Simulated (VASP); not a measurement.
Be, 2 atoms in the cell. The structure is cubic, space group Fd-3m (No. 227). The conventional cell has a = 4.870 Å, b = 4.870 Å, c = 4.870 Å, α = 90.00°, β = 90.00°, γ = 90.00°. Be (site symmetry -43m) has 4 Be at 2.11 Å within 2.8 Å.  This cell differs from its parent crystal: volume scaled by 0.96.

| Item | Value |
| --- | --- |
| Program | VASP 6.6.1 |
| Task | single point |
| Functional | revPBE |
| Potentials or basis | VASP PAW PBE potentials, release 64 (Be) |
| Cutoff | 520 eV |
| k mesh | 12 × 12 × 12 |
| Occupations | fermi-dirac, width 0.1 eV |
| Spin | no spin polarisation |
| Dipole correction | no |
| Further INCAR settings | ALGO = Normal; EDIFF = 1e-07; NBANDS = 9 |

Potentials or basis: VASP PAW PBE potentials, release 64 (Be).

Command:

```bash
$ cat potpaw_PBE.64/Be/POTCAR > POTCAR
$ mpirun -np 1 vasp_std > vasp.out
```

Hardware: 1 thread of Intel Xeon 8259CL, on a shared host.

**Question.** How long does it take, and how much memory?

**Answer.** Wall time 24 s on 1 thread of Intel Xeon 8259CL, with other jobs on the host, peak memory 0.15 GiB. Counts: scf iterations 11, k points 72.
